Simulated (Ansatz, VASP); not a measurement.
## One calculation of V, two programs

File INCAR:

```
PREC = Accurate
ENCUT = 400
EDIFF = 1E-6
ISMEAR = -1
SIGMA = 0.01
LREAL = False
LASPH = True
NELM = 200
ALGO = Normal
ISIF = 2
LWAVE = False
LCHARG = False
ISPIN = 2
MAGMOM = 3
LORBIT = 11
LMAXMIX = 4
NBANDS = 16
ISYM = 0
GGA_COMPAT = False
```

Contents of KPOINTS:

```
Automatic mesh
0
Gamma
  1 1 1
```

The input POSCAR:

```
V
1.0
   14.0000000000      0.0000000000      0.0000000000
    0.0000000000     14.4000000000      0.0000000000
    0.0000000000      0.0000000000     14.8000000000
V
1
Direct
    0.5000000000      0.5000000000      0.5000000000
```

Input for Ansatz:

```yaml
crystal:
  lattice:
    - [14.0, 0.0, 0.0]
    - [0.0, 14.4, 0.0]
    - [0.0, 0.0, 14.8]
  atoms:
    - { symbol: V, position: [0.5, 0.5, 0.5], spin: 3.0 }
  symmetry: { detect: false, time_reversal: true }
hamiltonian:
  xc: lda
  pseudopotentials:
    kind: paw
    azcp:
      V: "pseudopotentials/V.paw.azcp"
basis:
  ecutwfc: 420
  fft_grid_basis: typed
kpoints:
  mp_grid: { grid: [1, 1, 1], shift: [0, 0, 0] }
magnetization:
  spin_polarized: true
scf:
  occupations: { method: fermi_dirac, width: 0.01 }
```

Alike in both runs: task single point; functional LDA; k mesh 1 × 1 × 1; occupations fermi-dirac, width 0.01 eV; collinear spin.

|  | VASP | Ansatz |
| --- | --- | --- |
| version | VASP 6.6.1 | Ansatz 0.2.0 |
| potentials or method | VASP PAW LDA potentials, release 64 (V_sv), cutoff 400 eV | plane waves (420 eV) with PAW, scalar-relativistic |
| valence electrons in the cell | 13 | 13 |

|  | VASP | Ansatz | Ansatz less VASP |
| --- | --- | --- | --- |
| net moment per atom (μB) | 5.00 | 5.00 | 0.000 |
| size of the moment on the site where the two differ most (μB) | 3.50 | 5.00 | +1.502 |

Ansatz warns that its potentials were made for another functional, while VASP's fit it. LDA's correlation is that of Perdew and Zunger in VASP and of Perdew and Wang (1992) in Ansatz. Site moments also hang on the region over which each program counts them. Ansatz's warnings: open shared shell at semilocal close.
